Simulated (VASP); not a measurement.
# HfSi2 (Cmcm) in VASP: single point with PBEsol

Aim: the single point of HfSi2 with PBEsol.

Program: VASP 6.6.1. These are calculated values, not measurements. Logs are shortened: lines on timing, memory, paths and dates and some standing lists are left out, and cuts for length are marked.

## 1. The cell of the first run

It takes space group Cmcm (No. 63, orthorhombic). Conventional cell: a = 3.650 Å, b = 14.345 Å, c = 3.636 Å, α = 90.00°, β = 90.00°, γ = 90.00°. Hf (site symmetry m2m) has 10 Si at 2.67 to 2.93 Å within 3.5 Å. Si (site symmetry m2m) has 2 Si at 2.41 Å and 6 Hf at 2.67 to 2.93 Å within 3.2 Å. Si (site symmetry m2m) has 8 Si at 2.58 to 3.34 Å and 4 Hf at 2.77 Å within 3.4 Å.

## 2. Single point, PBEsol

Input file INCAR:

```
SYSTEM = HfSi2
PREC = Accurate
ENCUT = 500
EDIFF = 1E-6
ISMEAR = 0
SIGMA = 0.1
LREAL = .FALSE.
LASPH = .TRUE.
NELM = 120
ALGO = Normal
ISIF = 2
LWAVE = .FALSE.
LCHARG = .FALSE.
GGA = PS
NBANDS = 27
GGA_COMPAT = .FALSE.
```

Input file KPOINTS:

```
regular mesh
0
G
  10 10 10
  0 0 0
```

Input file POSCAR:

```
HfSi2
1.0
    1.8250006888     -7.1724995177      0.0000000000
    1.8250006888      7.1724995177      0.0000000000
    0.0000000000      0.0000000000      3.6361020419
Hf Si
2 4
Direct
    0.8953035727      0.1046964273      0.7500000000
    0.1046964273      0.8953035727      0.2500000000
    0.5551823630      0.4448176370      0.7500000000
    0.4448176370      0.5551823630      0.2500000000
    0.2502194872      0.7497805128      0.7500000000
    0.7497805128      0.2502194872      0.2500000000
```

Potentials or basis: VASP PAW PBE potentials, release 64 (Hf_pv, Si).

Launch:

```sh
cat potpaw_PBE.64/Hf_pv/POTCAR potpaw_PBE.64/Si/POTCAR > POTCAR
mpirun -np 1 vasp_std > vasp.out
```

OUTCAR:

```text
SYSTEM = HfSi2
   PREC = Accurate
   ENCUT = 500
   EDIFF = 1E-6
   ISMEAR = 0
   LREAL = .FALSE.
   LASPH = .TRUE.
   NELM = 120
   ISIF = 2
   GGA = PS

 ion  position               nearest neighbor table
   1  0.895  0.105  0.750-   4 2.67   4 2.67   4 2.67   4 2.67   5 2.77   5 2.77   6 2.77   6 2.77
                             3 2.93   3 2.93   2 3.51   2 3.51
   2  0.105  0.895  0.250-   3 2.67   3 2.67   3 2.67   3 2.67   6 2.77   6 2.77   5 2.77   5 2.77
                             4 2.93   4 2.93   1 3.51   1 3.51
   3  0.555  0.445  0.750-   4 2.41   4 2.41   2 2.67   2 2.67   2 2.67   2 2.67   1 2.93   1 2.93

   4  0.445  0.555  0.250-   3 2.41   3 2.41   1 2.67   1 2.67   1 2.67   1 2.67   2 2.93   2 2.93

   5  0.250  0.750  0.750-   6 2.58   6 2.58   6 2.58   6 2.58   1 2.77   1 2.77   2 2.77   2 2.77

   6  0.750  0.250  0.250-   5 2.58   5 2.58   5 2.58   5 2.58   2 2.77   2 2.77   1 2.77   1 2.77

  LATTYP: Found a base centered orthorhombic cell.
 ALAT       =     3.6500013776
 B/A-ratio  =     3.9301352387
 C/A-ratio  =     0.9961919643

  Lattice vectors:

 A1 = (   1.8250006888,  -7.1724995177,   0.0000000000)
 A2 = (   1.8250006888,   7.1724995177,   0.0000000000)
 A3 = (   0.0000000000,   0.0000000000,   3.6361020419)

Analysis of symmetry for initial positions (statically):
=====================================================================
 Subroutine PRICEL returns:
 Original cell was already a primitive cell.

 Routine SETGRP: Setting up the symmetry group for a
 base centered orthorhombic supercell.

 Subroutine GETGRP returns: Found  8 space group operations
 (whereof  4 operations were pure point group operations)
 out of a pool of  8 trial point group operations.

The static configuration has the point symmetry C_2h.
 The point group associated with its full space group is D_2h.

Analysis of symmetry for dynamics (positions and initial velocities):
=====================================================================
 Subroutine PRICEL returns:
 Original cell was already a primitive cell.

 Routine SETGRP: Setting up the symmetry group for a
 base centered orthorhombic supercell.

 Subroutine GETGRP returns: Found  8 space group operations
 (whereof  4 operations were pure point group operations)
 out of a pool of  8 trial point group operations.

The dynamic configuration has the point symmetry C_2h.
 The point group associated with its full space group is D_2h.

 Subroutine INISYM returns: Found  8 space group operations
 (whereof  4 operations are pure point group operations),
 and found     1 'primitive' translations

----------------------------------------------------------------------------------------

                                     Primitive cell

  volume of cell :      95.1918

  direct lattice vectors                    reciprocal lattice vectors
     1.825000689 -7.172499518  0.000000000     0.273972499 -0.069710705  0.000000000
     1.825000689  7.172499518  0.000000000     0.273972499  0.069710705  0.000000000
     0.000000000  0.000000000  3.636102042     0.000000000  0.000000000  0.275019785

  length of vectors
     7.401038903  7.401038903  3.636102042     0.282702163  0.282702163  0.275019785

  position of ions in fractional coordinates (direct lattice)
     0.895303573  0.104696427  0.750000000
     0.104696427  0.895303573  0.250000000
     0.555182363  0.444817637  0.750000000
     0.444817637  0.555182363  0.250000000
     0.250219487  0.749780513  0.750000000
     0.749780513  0.250219487  0.250000000

  ion indices of the primitive-cell ions
   primitive index   ion index
                 1           1
                 2           2
                 3           3
                 4           4
                 5           5
                 6           6

----------------------------------------------------------------------------------------

 KPOINTS: regular mesh

Automatic generation of k-mesh.
 Grid dimensions read from file:
 generate k-points for:   10   10   10

 Generating k-lattice:

  Cartesian coordinates                     Fractional coordinates (reciprocal lattice)
     0.027397250 -0.006971071  0.000000000     0.100000000  0.000000000  0.000000000
     0.027397250  0.006971071  0.000000000     0.000000000  0.100000000  0.000000000
     0.000000000  0.000000000  0.027501978     0.000000000  0.000000000  0.100000000

  Length of vectors
     0.028270216  0.028270216  0.027501978

  Shift w.r.t. Gamma in fractional coordinates (k-lattice)
     0.000000000  0.000000000  0.000000000

 Subroutine IBZKPT returns following result:
 ===========================================

 Found    186 irreducible k-points:

 Following reciprocal coordinates:
            Coordinates               Weight
  0.000000  0.000000  0.000000      1.000000
  0.100000  0.000000  0.000000      4.000000
  0.200000  0.000000  0.000000      4.000000
  0.300000  0.000000  0.000000      4.000000
  0.400000  0.000000  0.000000      4.000000
  0.500000 -0.000000  0.000000      2.000000
[... 16 lines left out ...]
  0.300000  0.300000  0.000000      2.000000
  0.400000  0.300000  0.000000      4.000000
 [... further k-points ...]
   k-points           NKPTS =    186   k-points in BZ     NKDIM =    186   number of bands    NBANDS=     27
   number of dos      NEDOS =    301   number of ions     NIONS =      6
   total plane-waves  NPLWV =  81648
   dimension x,y,z NGX =    54 NGY =   54 NGZ =   28
   dimension x,y,z NGXF=   108 NGYF=  108 NGZF=   56
   ions per type =               2   4
   NGX,Y,Z   is equivalent  to a cutoff of  12.13, 12.13, 12.80 a.u.
   NGXF,Y,Z  is equivalent  to a cutoff of  24.26, 24.26, 25.60 a.u.
 SYSTEM =  HfSi2
   PREC   = accura    normal or accurate (medium, high low for compatibility)
   ISTART =      0    job   : 0-new  1-cont  2-samecut
   ICHARG =      2    charge: 1-file 2-atom 10-const
   ISPIN  =      1    spin polarized calculation?
   LNONCOLLINEAR =      F non collinear calculations
   LSORBIT =      F    spin-orbit coupling
   LASPH  =      T    aspherical Exc in radial PAW
   ENCUT  =  500.0 eV  36.75 Ry    6.06 a.u.  13.49 13.49  6.63*2*pi/ulx,y,z
   NELM   =    120;   NELMIN=  2; NELMDL= -5     # of ELM steps
   EDIFF  = 0.1E-05   stopping-criterion for ELM
   LREAL  =      F    real-space projection
   EDIFFG = 0.1E-04   stopping-criterion for IOM
   NSW    =      0    number of steps for IOM
   IBRION =     -1    ionic relax: 0-MD 1-quasi-New 2-CG
   NFREE  =      0    steps in history (QN), initial steepest desc. (CG)
   ISIF   =      2    stress and relaxation
   ISYM   =      2    0-nonsym 1-usesym 2-fastsym
   POTIM  = 0.5000    time-step for ionic-motion
   TEBEG  =    0.0;   TEEND  =   0.0 temperature during run
   PSTRESS=    0.0 pullay stress
   NELECT =      36.0000    total number of electrons
   NUPDOWN=      -1.0000    fix difference up-down
   EMIN   =  10.00;   EMAX   =-10.00  energy-range for DOS
   EFERMI =   0.00;   METHOD = LEGACY
   ISMEAR =     0;   SIGMA  =   0.10  broadening in eV -4-tet -1-fermi 0-gaus
   EFERMI_NEDOS =   21; number of points for ismear=-14 and -15
   IALGO  =     38    algorithm
   IMIX   =      4    mixing-type and parameters
     AMIX     =   0.40;   BMIX     =  1.00
     AMIX_MAG =   1.60;   BMIX_MAG =  1.00
  volume/ion in A,a.u.               =      15.87       107.06
  Fermi-wavevector in a.u.,A,eV,Ry     =   1.183884  2.237216 19.069669  1.401581
  Thomas-Fermi vector in A             =   2.320109
   LORBIT       =      0    0 simple, 1 ext, 2 COOP (PROOUT), +10 PAW based schemes
   GGA     = PS    functional components
   LHFCALC =     F    Hartree Fock is set to
   AEXX    =    0.0000 exact exchange contribution
   IVDW    =     0    specifies the selected vdW correction
   LEPSILON=     F    determine dielectric tensor
   LRPA    =     F    only Hartree local field effects (RPA)
 non-spin polarized calculation
 Gauss-broadening in eV      SIGMA  =   0.10
  energy-cutoff  :      500.00
  volume of cell :       95.19
 maximum number of plane-waves:      2442
 NGX is ok and might be reduce to    54
   NGX = 27   NGY = 27   NGZ = 13

 number of electron      36.0000001 magnetization

 Free energy of the ion-electron system (eV)
  ---------------------------------------------------
  ext. energy  EPLUGINS =         0.00000000
  ---------------------------------------------------
  free energy    TOTEN  =       -47.98369032 eV

  energy without entropy =      -47.97710899  energy(sigma->0) =      -47.98039965

 E-fermi :   8.5507     XC(G=0): -11.5888

 val. band max:        8.5448436373   @ k =   0.5000   0.1000   0.0000
 cond. band min:       8.5508915027   @ k =   0.5000   0.2000   0.1000
 fundamental gap:      0.0060478655
 Fermi energy:         8.5506722121

 k-point     1 :       0.0000    0.0000    0.0000
  band No.  band energies     occupation
      1     -22.1269      2.00000
      2     -22.0289      2.00000
      3     -22.0093      2.00000
      4     -21.9887      2.00000
      5     -21.9832      2.00000
      6     -21.9518      2.00000
[... 19 lines left out ...]
     26      11.1852      0.00000
     27      13.0154      0.00000

 k-point     2 :       0.1000    0.0000    0.0000
  band No.  band energies     occupation
      1     -22.1244      2.00000
      2     -22.0431      2.00000
      3     -22.0223      2.00000
      4     -21.9874      2.00000
      5     -21.9824      2.00000
      6     -21.9507      2.00000
[... 19 lines left out ...]
     26      12.2567      0.00000
     27      12.3296      0.00000

 k-point     3 :       0.2000    0.0000    0.0000
  band No.  band energies     occupation
      1     -22.1180      2.00000
      2     -22.0800      2.00000
      3     -22.0561      2.00000
      4     -21.9838      2.00000
      5     -21.9801      2.00000
      6     -21.9477      2.00000
[... 594 lines left out ...]
      1     -22.1627      2.00000
      2     -22.1307      2.00000
      3     -22.0997      2.00000
      4     -21.9775      2.00000
      5     -21.9757      2.00000
      6     -21.9412      2.00000
[... 19 lines left out ...]
     26      12.2504      0.00000
     27      13.0540      0.00000

 k-point    24 :       0.4000    0.3000    0.0000
  band No.  band energies     occupation
      1     -22.1280      2.00000
      2     -22.1023      2.00000
      3     -22.0972      2.00000
      4     -21.9826      2.00000
      5     -21.9790      2.00000
      6     -21.9444      2.00000
[... 19 lines left out ...]
     26      12.7574      0.00000
     27      13.1071      0.00000

 [... further k-points ...]

------------------------ aborting loop because EDIFF is reached ----------------------------------------

  FORCE on cell =-STRESS in cart. coord.  units (eV):
  Direction    XX          YY          ZZ          XY          YZ          ZX
  --------------------------------------------------------------------------------------
  -------------------------------------------------------------------------------------
  Total        0.1802496      0.1446508      0.1364711      0.0000000      0.0000000      0.0000000
  in kB        3.0337875      2.4346238      2.2969511      0.0000000      0.0000000      0.0000000
  external PRESSURE =       2.5884541 kB  Pullay stress =       0.0000000 kB

 VOLUME and BASIS-vectors are now :
 -----------------------------------------------------------------------------
  energy-cutoff  :      500.00
  volume of cell :       95.19
      direct lattice vectors                 reciprocal lattice vectors
     1.825000689 -7.172499518  0.000000000     0.273972499 -0.069710705  0.000000000
     1.825000689  7.172499518  0.000000000     0.273972499  0.069710705  0.000000000
     0.000000000  0.000000000  3.636102042     0.000000000  0.000000000  0.275019785

 POSITION                                       TOTAL-FORCE (eV/Angst)
 -----------------------------------------------------------------------------------
      1.82500     -5.67063      2.72708         0.000000     -0.011845     -0.000000
      1.82500      5.67063      0.90903         0.000000      0.011845     -0.000000
      1.82500     -0.79159      2.72708         0.000000      0.016083     -0.000000
      1.82500      0.79159      0.90903         0.000000     -0.016083      0.000000
      1.82500      3.58310      2.72708         0.000000      0.001466     -0.000000
      1.82500     -3.58310      0.90903         0.000000     -0.001466      0.000000
 -----------------------------------------------------------------------------------
    total drift:                               -0.000000     -0.000000     -0.000000

  FREE ENERGIE OF THE ION-ELECTRON SYSTEM (eV)
  ---------------------------------------------------
  free  energy   TOTEN  =       -47.9836903225 eV

  energy  without entropy=      -47.9771089867  energy(sigma->0) =      -47.98039965
```

It took 6.2 min on 1 thread of AMD EPYC 9R45 (Zen 5), shared host; peak memory 0.51 GiB.

What came out:

* Free energy: -47.9837 eV
* Pressure: 0.3 GPa
* Largest force: 0.016 eV/Å
* Band gap on the k mesh: zero (band 18 reaches 9.07 eV, above the bottom of band 19 at 8.07 eV)

Forces on the atoms (eV/Å):
```
Hf   0.000 -0.012  0.000
Hf   0.000  0.012  0.000
Si   0.000  0.016  0.000
Si   0.000 -0.016  0.000
Si   0.000  0.001  0.000
Si   0.000 -0.001  0.000
```

Levels at points of the mesh, in eV from the Fermi level:
| k point | band 16 | band 17 | band 18 | band 19 | band 20 | band 21 |
| --- | --- | --- | --- | --- | --- | --- |
| (0.00, 0.00, 0.00) | -2.56 | -2.53 | 0.03 | 1.14 | 1.28 | 1.72 |
| (0.50, 0.00, 0.00) | -1.70 | -0.89 | -0.54 | -0.48 | 0.89 | 0.91 |
| (0.50, 0.50, 0.00) | -2.10 | -1.61 | 0.46 | 1.16 | 1.34 | 1.48 |
| (0.00, 0.00, 0.50) | -2.04 | -0.06 | -0.06 | 0.22 | 0.22 | 1.70 |
| (0.50, 0.00, 0.50) | -3.48 | -2.49 | -2.49 | 2.01 | 2.01 | 2.80 |
| (0.50, 0.50, 0.50) | -2.39 | -0.99 | -0.99 | 0.09 | 0.09 | 2.49 |

Caveat: the PAW data sets were made with another functional, which shifts forces and pressure a little; spin-orbit coupling is left out, which moves the levels of the heavy elements.
